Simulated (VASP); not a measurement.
The system is Ta.

```
CELL_PARAMETERS angstrom
-1.63041 1.63041 1.63041
1.63041 -1.63041 1.63041
1.63041 1.63041 -1.63041
ATOMIC_POSITIONS crystal
Ta 0.00000 0.00000 0.00000
```

- Program: VASP 6.6.1
- Task: relaxation of cell and atoms
- Functional: PBE
- Potentials or basis: VASP PAW PBE potentials, release 64 (Ta_pv)
- Cutoff: 600 eV
- k mesh: 16 × 16 × 16
- Occupations: fermi-dirac, width 0.08 eV
- Spin: no spin polarisation

At the start: pressure 11.9 GPa; volume 17.34 Å³/atom.

Where does the relaxation end?

Over 4 steps the energy falls by 35.3 meV/atom and the volume is 18.33 Å³/atom (+5.7 %); space group Im-3m (No. 229, to 0.1 Å) before and after.

The path:
```tsv
step	energy change (eV)	largest force (eV/Å)	pressure (GPa)	volume (Å³)
1	0.0000	0.0000	11.94	17.34
2	0.1296	0.0000	-19.44	20.78
3	-0.0352	0.0000	-0.45	18.37
4	-0.0353	0.0000	-0.03	18.33
```

Final structure:
```cif
data_structure
_symmetry_space_group_name_H-M 'P 1'
_symmetry_Int_Tables_number 1
_cell_length_a 2.8768
_cell_length_b 2.8768
_cell_length_c 2.8768
_cell_angle_alpha 109.471
_cell_angle_beta 109.471
_cell_angle_gamma 109.471
_cell_volume 18.33
loop_
_atom_site_label
_atom_site_type_symbol
_atom_site_fract_x
_atom_site_fract_y
_atom_site_fract_z
_atom_site_occupancy
Ta1 Ta 0.00000 0.00000 0.00000 1
```
